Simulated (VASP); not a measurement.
Set up this calculation in VASP 6.6.1, as the native input.

```
Task                   : single point
Functional             : LDA
Potentials or basis    : VASP PAW LDA potentials, release 64 (Zr_sv, C)
Cutoff                 : 520 eV
k mesh                 : 9 × 9 × 5
Occupations            : fermi-dirac, width 0.05 eV
Spin                   : no spin polarisation
Dipole correction      : no
Further INCAR settings : ALGO = Normal; EDIFF = 1e-07; NBANDS = 24
```

The structure of ZrC lies in POSCAR:

```
ZrC
1.0
    3.3456398925      0.0000000000      0.0000000000
   -1.6728199463      2.8974091388      0.0000000000
    0.0000000000      0.0000000000      5.2185570330
Zr C
2 2
Direct
    0.6666666667      0.3333333333      0.7500000000
    0.3333333333      0.6666666667      0.2500000000
    0.0000000000      0.0000000000      0.5000000000
    0.0000000000      0.0000000000      0.0000000000
```

One way to write it, as run:

INCAR

```
SYSTEM = ZrC
ALGO = Normal ; EDIFF = 1E-7
ENCUT = 520 ; GGA = CA
ISIF = 2 ; ISMEAR = -1
LASPH = .TRUE. ; LCHARG = .FALSE.
LREAL = .FALSE. ; LWAVE = .FALSE.
NBANDS = 24 ; NELM = 100
PREC = Accurate ; SIGMA = 0.05
```

KPOINTS

```
k-points
0
G
  9 9 5
  0 0 0
```

Potentials or basis: VASP PAW LDA potentials, release 64 (Zr_sv, C).

Launch:

```bash
$ cat potpaw_LDA.64/Zr_sv/POTCAR potpaw_LDA.64/C/POTCAR > POTCAR
$ mpirun -np 1 vasp_std > vasp.out
```

It gave:

```yaml
Pressure: -2.4 GPa
Band_gap_on_the_k_mesh: zero (band 16 reaches 10.98 eV, above the bottom of band 17 at 10.01 eV)
```

Wall time 22 s on 1 thread of Intel(R) Xeon(R) 6975P-C (Granite Rapids), on a shared host, peak memory 0.16 GiB.
